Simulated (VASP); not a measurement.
# SnO (P4/nmm) in VASP: a series of runs, part 2 of 2

VASP 6.6.1. Earlier steps stand in the parts before.

## (3) Electric field gradients, PBE (17.83 Å³/atom)

This run uses another cell than the first one, of 17.83 Å³/atom.

Input file INCAR:

```
PREC = Accurate ; ENCUT = 520
EDIFF = 1E-8 ; ISMEAR = -1
SIGMA = 0.01 ; LREAL = False
LASPH = True ; NELM = 100
ALGO = Normal ; ISIF = 2
LWAVE = False ; LCHARG = False
GGA = PE ; LEFG = True
NBANDS = 28
```

Input file KPOINTS:

```
Automatic mesh
0
Gamma
  8 8 6
```

Input file POSCAR:

```
SnO
1.0
    3.8271795418      0.0000000000      0.0000000000
    0.0000000000      3.8271795418      0.0000000000
    0.0000000000      0.0000000000      4.8680274234
Sn O
2 2
Direct
    0.0000000000      0.5000000000      0.2385000000
    0.5000000000      0.0000000000      0.7615000000
    0.0000000000      0.0000000000      0.0000000000
    0.5000000000      0.5000000000      0.0000000000
```

Potentials or basis: VASP PAW PBE potentials, release 64 (Sn_d, O).

Started as:

```console
cat potpaw_PBE.64/Sn_d/POTCAR potpaw_PBE.64/O/POTCAR > POTCAR
mpirun -np 1 vasp_std > vasp.out
```

OUTCAR:

```text
PREC = Accurate
   ENCUT = 520
   EDIFF = 1E-8
   ISMEAR = -1
   LREAL = False
   LASPH = True
   NELM = 100
   ISIF = 2
   GGA = PE

 ion  position               nearest neighbor table
   1  0.000  0.500  0.239-   3 2.24   4 2.24   3 2.24   4 2.24   2 3.57   2 3.57   2 3.57   2 3.57
                             2 3.72   2 3.72   2 3.72   2 3.72
   2  0.500  0.000  0.761-   3 2.24   4 2.24   4 2.24   3 2.24   1 3.57   1 3.57   1 3.57   1 3.57
                             1 3.72   1 3.72   1 3.72   1 3.72
   3  0.000  0.000  0.000-   1 2.24   2 2.24   1 2.24   2 2.24
   4  0.500  0.500  0.000-   1 2.24   2 2.24   2 2.24   1 2.24

  LATTYP: Found a simple tetragonal cell.
 ALAT       =     3.8271795418
 C/A-ratio  =     1.2719621252

  Lattice vectors:

 A1 = (   3.8271795418,   0.0000000000,   0.0000000000)
 A2 = (   0.0000000000,   3.8271795418,   0.0000000000)
 A3 = (   0.0000000000,   0.0000000000,   4.8680274234)

Analysis of symmetry for initial positions (statically):
=====================================================================
 Subroutine PRICEL returns:
 Original cell was already a primitive cell.

 Routine SETGRP: Setting up the symmetry group for a
 simple tetragonal supercell.

 Subroutine GETGRP returns: Found 16 space group operations
 (whereof  8 operations were pure point group operations)
 out of a pool of 16 trial point group operations.

The static configuration has the point symmetry D_2d.
 The point group associated with its full space group is D_4h.

Analysis of symmetry for dynamics (positions and initial velocities):
=====================================================================
 Subroutine PRICEL returns:
 Original cell was already a primitive cell.

 Routine SETGRP: Setting up the symmetry group for a
 simple tetragonal supercell.

 Subroutine GETGRP returns: Found 16 space group operations
 (whereof  8 operations were pure point group operations)
 out of a pool of 16 trial point group operations.

The dynamic configuration has the point symmetry D_2d.
 The point group associated with its full space group is D_4h.

 Subroutine INISYM returns: Found 16 space group operations
 (whereof  8 operations are pure point group operations),
 and found     1 'primitive' translations

----------------------------------------------------------------------------------------

                                     Primitive cell

  volume of cell :      71.3035

  direct lattice vectors                    reciprocal lattice vectors
     3.827179542  0.000000000  0.000000000     0.261289022  0.000000000  0.000000000
     0.000000000  3.827179542  0.000000000     0.000000000  0.261289022  0.000000000
     0.000000000  0.000000000  4.868027423     0.000000000  0.000000000  0.205422015

  length of vectors
     3.827179542  3.827179542  4.868027423     0.261289022  0.261289022  0.205422015

  position of ions in fractional coordinates (direct lattice)
     0.000000000  0.500000000  0.238500000
     0.500000000  0.000000000  0.761500000
     0.000000000  0.000000000  0.000000000
     0.500000000  0.500000000  0.000000000

[... 88 lines left out ...]
   PSTRESS=    0.0 pullay stress
   NELECT =      40.0000    total number of electrons
   NUPDOWN=      -1.0000    fix difference up-down
   EMIN   =  10.00;   EMAX   =-10.00  energy-range for DOS
   EFERMI =   0.00;   METHOD = LEGACY
   ISMEAR =    -1;   SIGMA  =   0.01  broadening in eV -4-tet -1-fermi 0-gaus
   EFERMI_NEDOS =   21; number of points for ismear=-14 and -15
   IALGO  =     38    algorithm
   IMIX   =      4    mixing-type and parameters
     AMIX     =   0.40;   BMIX     =  1.00
     AMIX_MAG =   1.60;   BMIX_MAG =  1.00
  volume/ion in A,a.u.               =      17.83       120.29
  Fermi-wavevector in a.u.,A,eV,Ry     =   1.350179  2.551468 24.803184  1.822983
  Thomas-Fermi vector in A             =   2.477705
   LORBIT       =      0    0 simple, 1 ext, 2 COOP (PROOUT), +10 PAW based schemes
   GGA     = PE    functional components
[... 5 lines left out ...]
 non-spin polarized calculation
  energy-cutoff  :      520.00
  volume of cell :       71.30
 maximum number of plane-waves:      1940
   NGX = 15   NGY = 15   NGZ = 19

 number of electron      39.9999975 magnetization

 Free energy of the ion-electron system (eV)
  ---------------------------------------------------
  ext. energy  EPLUGINS =         0.00000000
  ---------------------------------------------------
  free energy    TOTEN  =       -22.70082169 eV

  energy without entropy =      -22.70081435  energy(sigma->0) =      -22.70081802

 E-fermi :   6.9838     XC(G=0): -10.1677

 val. band max:        6.9344631033   @ k =   0.0000   0.0000   0.0000
 cond. band min:       7.0358706139   @ k =   0.5000   0.5000   0.0000
 fundamental gap:      0.1014075106
 Fermi energy:         6.9838436179

 k-point     1 :       0.0000    0.0000    0.0000
  band No.  band energies     occupation
      1     -15.0114      2.00000
      2     -14.6093      2.00000
      3     -14.6092      2.00000
      4     -14.6092      2.00000
      5     -14.5719      2.00000
      6     -14.5600      2.00000
[... 733 lines left out ...]
     27      15.5104      0.00000
     28      15.5104      0.00000

 [... further k-points ...]

------------------------ aborting loop because EDIFF is reached ----------------------------------------

  FORCE on cell =-STRESS in cart. coord.  units (eV):
  Direction    XX          YY          ZZ          XY          YZ          ZX
  --------------------------------------------------------------------------------------
  -------------------------------------------------------------------------------------
  Total        1.2104534      1.2104534      0.8701599      0.0000000     -0.0000000      0.0000000
  in kB       27.1986894     27.1986894     19.5523504      0.0000000     -0.0000000      0.0000000
  external PRESSURE =      24.6499097 kB  Pullay stress =       0.0000000 kB

 VOLUME and BASIS-vectors are now :
 -----------------------------------------------------------------------------
  energy-cutoff  :      520.00
  volume of cell :       71.30
      direct lattice vectors                 reciprocal lattice vectors
     3.827179542  0.000000000  0.000000000     0.261289022  0.000000000  0.000000000
     0.000000000  3.827179542  0.000000000     0.000000000  0.261289022  0.000000000
     0.000000000  0.000000000  4.868027423     0.000000000  0.000000000  0.205422015

 POSITION                                       TOTAL-FORCE (eV/Angst)
 -----------------------------------------------------------------------------------
      0.00000      1.91359      1.16102        -0.000000      0.000000      0.153612
      1.91359      0.00000      3.70700         0.000000      0.000000     -0.153612
      0.00000      0.00000      0.00000        -0.000000      0.000000     -0.000000
      1.91359      1.91359      0.00000         0.000000     -0.000000     -0.000000
 -----------------------------------------------------------------------------------
    total drift:                                0.000000      0.000000      0.000000

  FREE ENERGIE OF THE ION-ELECTRON SYSTEM (eV)
  ---------------------------------------------------
  free  energy   TOTEN  =       -22.7008216866 eV

  energy  without entropy=      -22.7008143475  energy(sigma->0) =      -22.70081802

 Electric field gradients (V/A^2)
---------------------------------------------------------------------
 ion       V_xx      V_yy      V_zz      V_xy      V_xz      V_yz
---------------------------------------------------------------------
   1      81.696    81.696  -163.392    -0.000     0.000     0.000
   2      81.696    81.696  -163.392     0.000     0.000     0.000
   3      -0.963    -0.963     1.925     0.000    -0.000     0.000
   4      -0.963    -0.963     1.925     0.000    -0.000    -0.000
---------------------------------------------------------------------

 Electric field gradients after diagonalization (V/A^2)
 (convention: |V_zz| > |V_xx| > |V_yy|)
----------------------------------------------------------------------
 ion       V_xx      V_yy      V_zz     asymmetry (V_yy - V_xx)/ V_zz
----------------------------------------------------------------------
   1      81.696    81.696  -163.392       0.000
   2      81.696    81.696  -163.392       0.000
   3      -0.963    -0.963     1.925       0.000
   4      -0.963    -0.963     1.925       0.000
----------------------------------------------------------------------

           NMR quadrupolar parameters

 Cq : quadrupolar parameter    Cq=e*Q*V_zz/h
 eta: asymmetry parameters     (V_yy - V_xx)/ V_zz
 Q  : nuclear electric quadrupole moment in mb (millibarn)
----------------------------------------------------------------------
 ion       Cq(MHz)       eta       Q (mb)
----------------------------------------------------------------------
   1      -0.395       0.000       1.000
   2      -0.395       0.000       1.000
   3       0.005       0.000       1.000
   4       0.005       0.000       1.000
----------------------------------------------------------------------
```

OSZICAR:

```text
N       E                     dE             d eps       ncg     rms          rms(c)
DAV:   1     0.420139434464E+03    0.42014E+03   -0.19745E+04  3488   0.217E+03
DAV:   2     0.377683559810E+02   -0.38237E+03   -0.36633E+03  3484   0.550E+02
DAV:   3    -0.234927253322E+02   -0.61261E+02   -0.60054E+02  3916   0.180E+02
DAV:   4    -0.263629805412E+02   -0.28703E+01   -0.28581E+01  3804   0.421E+01
DAV:   5    -0.264313063533E+02   -0.68326E-01   -0.68318E-01  3636   0.706E+00    0.117E+01
DAV:   6    -0.227379268633E+02    0.36934E+01   -0.17030E+01  5400   0.451E+01    0.500E+00
DAV:   7    -0.227202699893E+02    0.17657E-01   -0.20922E+00  3972   0.867E+00    0.248E+00
DAV:   8    -0.227072140426E+02    0.13056E-01   -0.28638E-01  4164   0.358E+00    0.805E-01
DAV:   9    -0.226998579223E+02    0.73561E-02   -0.45675E-02  5384   0.217E+00    0.239E-01
DAV:  10    -0.227011674268E+02   -0.13095E-02   -0.73163E-03  4484   0.770E-01    0.144E-01
DAV:  11    -0.227007947319E+02    0.37269E-03   -0.20835E-03  5128   0.417E-01    0.218E-02
DAV:  12    -0.227008258974E+02   -0.31165E-04   -0.25660E-04  3436   0.945E-02    0.304E-02
DAV:  13    -0.227008215462E+02    0.43513E-05   -0.31965E-05  4480   0.501E-02    0.247E-03
DAV:  14    -0.227008214642E+02    0.82008E-07   -0.28931E-06  3692   0.105E-02    0.324E-03
DAV:  15    -0.227008215269E+02   -0.62741E-07   -0.10893E-07  3780   0.255E-03    0.200E-03
DAV:  16    -0.227008216504E+02   -0.12353E-06   -0.39512E-08  3236   0.129E-03    0.555E-04
DAV:  17    -0.227008216886E+02   -0.38147E-07   -0.59049E-09  1924   0.714E-04    0.715E-05
DAV:  18    -0.227008216866E+02    0.19354E-08   -0.20149E-09  1700   0.344E-04
   1 F= -.22700822E+02 E0= -.22700818E+02  d E =-.733910E-05
```

stdout:

```text
POSCAR found type information on POSCAR SnO
 POSCAR found :  2 types and       4 ions
 scaLAPACK will be used
 LDA part: xc-table for (Slater+PW92), standard interpolation
 POSCAR, INCAR and KPOINTS ok, starting setup
 FFT: planning ... GRIDC
 FFT: planning ... GRID_SOFT
 FFT: planning ... GRID
 WAVECAR not read
 entering main loop
ion   1

ion   2

ion   3

ion   4
```

Run time: 74 s. Hardware: 1 thread of Intel Xeon Platinum 8488C (Sapphire Rapids), shared host; peak memory 0.23 GiB.

Results:

* Free energy: -22.7008 eV
* Pressure: 2.5 GPa
* Largest force: 0.154 eV/Å
* Band gap on the k mesh: 0.10 eV (least direct gap 1.98 eV)
* Largest electric field gradient by atom: Sn -163.4; O +1.9 V/Å²

Forces on the atoms (eV/Å):
```
Sn   0.000  0.000  0.154
Sn   0.000  0.000 -0.154
O    0.000  0.000  0.000
O    0.000  0.000  0.000
```

Stress tensor (GPa, compression positive):
```
2.72 0.00 0.00
0.00 2.72 0.00
0.00 0.00 1.96
```

Electric field gradients, principal values (V/Å²):
| atom | least | middle | greatest (by size) |
| --- | --- | --- | --- |
| 1 Sn | 81.696 | 81.696 | -163.392 |
| 2 Sn | 81.696 | 81.696 | -163.392 |
| 3 O | -0.963 | -0.963 | 1.925 |
| 4 O | -0.963 | -0.963 | 1.925 |

Caveat: semilocal functionals underestimate gaps, and a narrow one can read as zero; without QUAD_EFG the Cq values of the log hold for a quadrupole moment of 1 mb, not for the nuclei; spin-orbit coupling is left out, which moves the levels of the heavy elements. A k mesh can miss the band edges.
